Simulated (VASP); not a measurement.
# BeS in VASP: a series of runs

Runs on BeS. Level: PBE. Tasks: single point.

Program: VASP 6.6.1. These are calculated values, not measurements. Logs are shortened: lines on timing, memory, paths and dates and some standing lists are left out, and cuts for length are marked.

### Step 1. The cell of the first run

The structure is tetragonal, space group I-4m2 (No. 119). The conventional cell has a = 3.532 Å, b = 3.532 Å, c = 4.923 Å, α = 90.00°, β = 90.00°, γ = 90.00°. Within 2.8 Å of Be (site symmetry -4m2) lie 4 S at 2.15 Å. S (site symmetry -4m2) has 4 Be at 2.15 Å within 2.8 Å.

### Step 2. Single point, PBE (strain +0.030 along x and y, +0.015 along z)

INCAR reads:

```
SYSTEM = BeS
PREC = Accurate
ENCUT = 520
EDIFF = 1E-6
ISMEAR = 0
SIGMA = 0.05
LREAL = .False.
LASPH = .True.
NELM = 80
ALGO = Normal
ISIF = 2
LWAVE = .False.
LCHARG = .False.
GGA = PE
NBANDS = 11
```

KPOINTS reads:

```
Automatic mesh
0
Gamma
  8 8 8
  0 0 0
```

POSCAR reads:

```
BeS
1.0
    0.0000000000      2.4977500000      2.4613750000
    2.4977500000      0.0000000000      2.4613750000
    2.4977500000      2.4977500000      0.0000000000
Be S
1 1
Direct
    0.0000000000      0.0000000000      0.0000000000
    0.7500000000      0.7500000000      0.7500000000
```

Potentials or basis: VASP PAW PBE potentials, release 64 (Be, S).

Launch:

```sh
> cat potpaw_PBE.64/Be/POTCAR potpaw_PBE.64/S/POTCAR > POTCAR
> mpirun -np 1 vasp_std > vasp.out
```

OUTCAR:

```text
SYSTEM = BeS
   PREC = Accurate
   ENCUT = 520
   EDIFF = 1E-6
   ISMEAR = 0
   LREAL = .False.
   LASPH = .True.
   NELM = 80
   ISIF = 2
   GGA = PE

 ion  position               nearest neighbor table
   1  0.000  0.000  0.000-   2 2.15   2 2.15   2 2.15   2 2.15
   2  0.750  0.750  0.750-   1 2.15   1 2.15   1 2.15   1 2.15

  LATTYP: Found a body centered tetragonal cell.
 ALAT       =     3.5323519254
 C/A-ratio  =     1.3936182192

  Lattice vectors:

 A1 = (   0.0000000000,  -2.4977500000,  -2.4613750000)
 A2 = (   0.0000000000,   2.4977500000,  -2.4613750000)
 A3 = (   2.4977500000,   0.0000000000,   2.4613750000)

Analysis of symmetry for initial positions (statically):
=====================================================================
 Subroutine PRICEL returns:
 Original cell was already a primitive cell.

 Routine SETGRP: Setting up the symmetry group for a
 body centered tetragonal supercell.

 Subroutine GETGRP returns: Found  8 space group operations
 (whereof  8 operations were pure point group operations)
 out of a pool of 16 trial point group operations.

The static configuration has the point symmetry D_2d.

Analysis of symmetry for dynamics (positions and initial velocities):
=====================================================================
 Subroutine PRICEL returns:
 Original cell was already a primitive cell.

 Routine SETGRP: Setting up the symmetry group for a
 body centered tetragonal supercell.

 Subroutine GETGRP returns: Found  8 space group operations
 (whereof  8 operations were pure point group operations)
 out of a pool of 16 trial point group operations.

The dynamic configuration has the point symmetry D_2d.

 Subroutine INISYM returns: Found  8 space group operations
 (whereof  8 operations are pure point group operations),
 and found     1 'primitive' translations

----------------------------------------------------------------------------------------

                                     Primitive cell

  volume of cell :      30.7118

  direct lattice vectors                    reciprocal lattice vectors
     0.000000000  2.497750000  2.461375000    -0.200180162  0.200180162  0.203138490
     2.497750000  0.000000000  2.461375000     0.200180162 -0.200180162  0.203138490
     2.497750000  2.497750000  0.000000000     0.200180162  0.200180162 -0.203138490

  length of vectors
     3.506725246  3.506725246  3.532351925     0.348438575  0.348438575  0.348438575

  position of ions in fractional coordinates (direct lattice)
     0.000000000  0.000000000  0.000000000
     0.750000000  0.750000000  0.750000000

  ion indices of the primitive-cell ions
   primitive index   ion index
                 1           1
                 2           2

----------------------------------------------------------------------------------------

 KPOINTS: Automatic mesh

Automatic generation of k-mesh.
 Grid dimensions read from file:
 generate k-points for:    8    8    8

 Generating k-lattice:

  Cartesian coordinates                     Fractional coordinates (reciprocal lattice)
    -0.025022520  0.025022520  0.025392311     0.125000000  0.000000000  0.000000000
     0.025022520 -0.025022520  0.025392311     0.000000000  0.125000000  0.000000000
     0.025022520  0.025022520 -0.025392311     0.000000000  0.000000000  0.125000000

  Length of vectors
     0.043554822  0.043554822  0.043554822

  Shift w.r.t. Gamma in fractional coordinates (k-lattice)
     0.000000000  0.000000000  0.000000000

 Subroutine IBZKPT returns following result:
 ===========================================

 Found     59 irreducible k-points:

 Following reciprocal coordinates:
            Coordinates               Weight
  0.000000  0.000000  0.000000      1.000000
  0.125000  0.000000  0.000000      8.000000
  0.250000  0.000000  0.000000      8.000000
  0.375000  0.000000  0.000000      8.000000
  0.500000  0.000000  0.000000      4.000000
  0.125000  0.125000  0.000000      2.000000
[... 16 lines left out ...]
  0.250000  0.000000  0.125000     16.000000
  0.375000  0.000000  0.125000     16.000000
 [... further k-points ...]
   k-points           NKPTS =     59   k-points in BZ     NKDIM =     59   number of bands    NBANDS=     11
   number of dos      NEDOS =    301   number of ions     NIONS =      2
   total plane-waves  NPLWV =  21952
   dimension x,y,z NGX =    28 NGY =   28 NGZ =   28
   dimension x,y,z NGXF=    56 NGYF=   56 NGZF=   56
   ions per type =               1   1
   NGX,Y,Z   is equivalent  to a cutoff of  13.27, 13.27, 13.18 a.u.
   NGXF,Y,Z  is equivalent  to a cutoff of  26.55, 26.55, 26.36 a.u.
 SYSTEM =  BeS
   PREC   = accura    normal or accurate (medium, high low for compatibility)
   ISTART =      0    job   : 0-new  1-cont  2-samecut
   ICHARG =      2    charge: 1-file 2-atom 10-const
   ISPIN  =      1    spin polarized calculation?
   LNONCOLLINEAR =      F non collinear calculations
   LSORBIT =      F    spin-orbit coupling
   LASPH  =      T    aspherical Exc in radial PAW
   ENCUT  =  520.0 eV  38.22 Ry    6.18 a.u.   6.52  6.52  6.57*2*pi/ulx,y,z
   NELM   =     80;   NELMIN=  2; NELMDL= -5     # of ELM steps
   EDIFF  = 0.1E-05   stopping-criterion for ELM
   LREAL  =      F    real-space projection
   EDIFFG = 0.1E-04   stopping-criterion for IOM
   NSW    =      0    number of steps for IOM
   IBRION =     -1    ionic relax: 0-MD 1-quasi-New 2-CG
   NFREE  =      0    steps in history (QN), initial steepest desc. (CG)
   ISIF   =      2    stress and relaxation
   ISYM   =      2    0-nonsym 1-usesym 2-fastsym
   POTIM  = 0.5000    time-step for ionic-motion
   TEBEG  =    0.0;   TEEND  =   0.0 temperature during run
   PSTRESS=    0.0 pullay stress
   NELECT =       8.0000    total number of electrons
   NUPDOWN=      -1.0000    fix difference up-down
   EMIN   =  10.00;   EMAX   =-10.00  energy-range for DOS
   EFERMI =   0.00;   METHOD = LEGACY
   ISMEAR =     0;   SIGMA  =   0.05  broadening in eV -4-tet -1-fermi 0-gaus
   EFERMI_NEDOS =   21; number of points for ismear=-14 and -15
   IALGO  =     38    algorithm
   IMIX   =      4    mixing-type and parameters
     AMIX     =   0.40;   BMIX     =  1.00
     AMIX_MAG =   1.60;   BMIX_MAG =  1.00
  volume/ion in A,a.u.               =      15.36       103.63
  Fermi-wavevector in a.u.,A,eV,Ry     =   1.045529  1.975764 14.872960  1.093132
  Thomas-Fermi vector in A             =   2.180329
   LORBIT       =      0    0 simple, 1 ext, 2 COOP (PROOUT), +10 PAW based schemes
   GGA     = PE    functional components
   LHFCALC =     F    Hartree Fock is set to
   AEXX    =    0.0000 exact exchange contribution
   IVDW    =     0    specifies the selected vdW correction
   LEPSILON=     F    determine dielectric tensor
   LRPA    =     F    only Hartree local field effects (RPA)
 non-spin polarized calculation
 Gauss-broadening in eV      SIGMA  =   0.05
  energy-cutoff  :      520.00
  volume of cell :       30.71
 maximum number of plane-waves:       869
 NGX is ok and might be reduce to    28
   NGX = 13   NGY = 13   NGZ = 13

 number of electron       8.0000001 magnetization

 Free energy of the ion-electron system (eV)
  ---------------------------------------------------
  ext. energy  EPLUGINS =         0.00000000
  ---------------------------------------------------
  free energy    TOTEN  =        -9.98539227 eV

  energy without entropy =       -9.98539227  energy(sigma->0) =       -9.98539227

 E-fermi :   3.7399     XC(G=0):  -9.4279

 val. band max:        3.4854703652   @ k =   0.0000   0.0000   0.0000
 cond. band min:       6.6343277978   @ k =   0.5000   0.5000   0.0000
 fundamental gap:      3.1488574326
 Fermi energy:         3.7398982685

 k-point     1 :       0.0000    0.0000    0.0000
  band No.  band energies     occupation
      1      -9.7793      2.00000
      2       3.4142      2.00000
      3       3.4142      2.00000
      4       3.4855      2.00000
      5       8.7125      0.00000
      6       9.1133      0.00000
      7       9.1346      0.00000
      8       9.1346      0.00000
      9      15.9512      0.00000
     10      16.2496      0.00000
     11      17.7398      0.00000

 k-point     2 :       0.1250    0.0000    0.0000
  band No.  band energies     occupation
      1      -9.6193      2.00000
      2       2.3183      2.00000
      3       3.2304      2.00000
      4       3.2925      2.00000
      5       8.8231      0.00000
      6       9.4467      0.00000
      7       9.4553      0.00000
      8      10.1458      0.00000
      9      15.3351      0.00000
     10      15.5649      0.00000
     11      17.7332      0.00000

 k-point     3 :       0.2500    0.0000    0.0000
  band No.  band energies     occupation
      1      -9.1826      2.00000
      2       0.3701      2.00000
      3       2.8580      2.00000
      4       2.9475      2.00000
      5       8.7546      0.00000
      6       9.9442      0.00000
      7       9.9863      0.00000
      8      12.1638      0.00000
      9      15.1640      0.00000
     10      15.2547      0.00000
     11      17.3320      0.00000

 k-point     4 :       0.3750    0.0000    0.0000
  band No.  band energies     occupation
      1      -8.6395      2.00000
      2      -1.2404      2.00000
      3       2.5530      2.00000
      4       2.6656      2.00000
      5       8.6708      0.00000
      6      10.0095      0.00000
      7      10.1181      0.00000
      8      13.7615      0.00000
      9      16.4096      0.00000
     10      16.4738      0.00000
     11      17.3385      0.00000
[... 239 lines left out ...]
 k-point    22 :       0.1250    0.0000    0.1250
  band No.  band energies     occupation
      1      -9.5683      2.00000
      2       2.4828      2.00000
      3       2.9089      2.00000
      4       2.9620      2.00000
      5       8.6623      0.00000
      6       9.8442      0.00000
      7       9.9305      0.00000
      8      10.0353      0.00000
      9      14.1738      0.00000
     10      16.4869      0.00000
     11      18.2937      0.00000

 k-point    23 :       0.2500    0.0000    0.1250
  band No.  band energies     occupation
      1      -9.2247      2.00000
      2       0.9674      2.00000
      3       2.5100      2.00000
      4       2.6557      2.00000
      5       8.7450      0.00000
      6      10.0038      0.00000
      7      10.7330      0.00000
      8      11.1731      0.00000
      9      14.0491      0.00000
     10      16.4901      0.00000
     11      18.4761      0.00000

 k-point    24 :       0.3750    0.0000    0.1250
  band No.  band energies     occupation
      1      -8.7064      2.00000
      2      -0.6828      2.00000
      3       2.1925      2.00000
      4       2.2747      2.00000
      5       8.9324      0.00000
      6      10.1221      0.00000
      7      10.9593      0.00000
      8      12.1228      0.00000
      9      15.7282      0.00000
     10      17.2904      0.00000
     11      17.9754      0.00000

 [... further k-points ...]
[... 5 lines left out ...]
  --------------------------------------------------------------------------------------
  -------------------------------------------------------------------------------------
  Total       -1.0070237     -1.0070237     -0.7521089      0.0000000      0.0000000     -0.0000000
  in kB      -52.5344966    -52.5344966    -39.2360765      0.0000000      0.0000000     -0.0000000
  external PRESSURE =     -48.1016899 kB  Pullay stress =       0.0000000 kB

 VOLUME and BASIS-vectors are now :
 -----------------------------------------------------------------------------
  energy-cutoff  :      520.00
  volume of cell :       30.71
      direct lattice vectors                 reciprocal lattice vectors
     0.000000000  2.497750000  2.461375000    -0.200180162  0.200180162  0.203138490
     2.497750000  0.000000000  2.461375000     0.200180162 -0.200180162  0.203138490
     2.497750000  2.497750000  0.000000000     0.200180162  0.200180162 -0.203138490

 POSITION                                       TOTAL-FORCE (eV/Angst)
 -----------------------------------------------------------------------------------
      0.00000      0.00000      0.00000         0.000000      0.000000     -0.000000
      3.74662      3.74662      3.69206        -0.000000     -0.000000      0.000000
 -----------------------------------------------------------------------------------
    total drift:                                0.000000      0.000000     -0.000000

  FREE ENERGIE OF THE ION-ELECTRON SYSTEM (eV)
  ---------------------------------------------------
  free  energy   TOTEN  =        -9.9853922739 eV

  energy  without entropy=       -9.9853922739  energy(sigma->0) =       -9.98539227
```

Wall time 10 s (1 thread of Intel Xeon 6975P-C (Granite Rapids), shared host); peak memory 0.15 GiB.

Results:

```
Free energy            : -9.9854 eV
Pressure               : -4.8 GPa
Band gap on the k mesh : 3.15 eV, indirect (least direct gap 5.23 eV)
```

Levels at points of the mesh, in eV from the valence-band top:
```
           k point  band 1  band 2  band 3  band 4  band 5  band 6  band 7  band 8
(0.00, 0.00, 0.00)  -13.26   -0.07   -0.07    0.00    5.23    5.63    5.65    5.65
(0.50, 0.00, 0.00)  -11.85   -5.37   -1.04   -0.92    5.15    6.46    6.59   10.79
(0.50, 0.50, 0.00)  -11.34   -4.64   -2.51   -2.51    3.15    4.83   12.14   12.14
(0.50, 0.00, 0.50)  -11.39   -4.73   -2.42   -2.40    3.25    4.96   12.11   12.14
```

Caveat: the cell differs from its parent crystal (strain +0.030 along x and y, +0.015 along z). A k mesh can miss the band edges.

(Continued in part 2 of 2.)
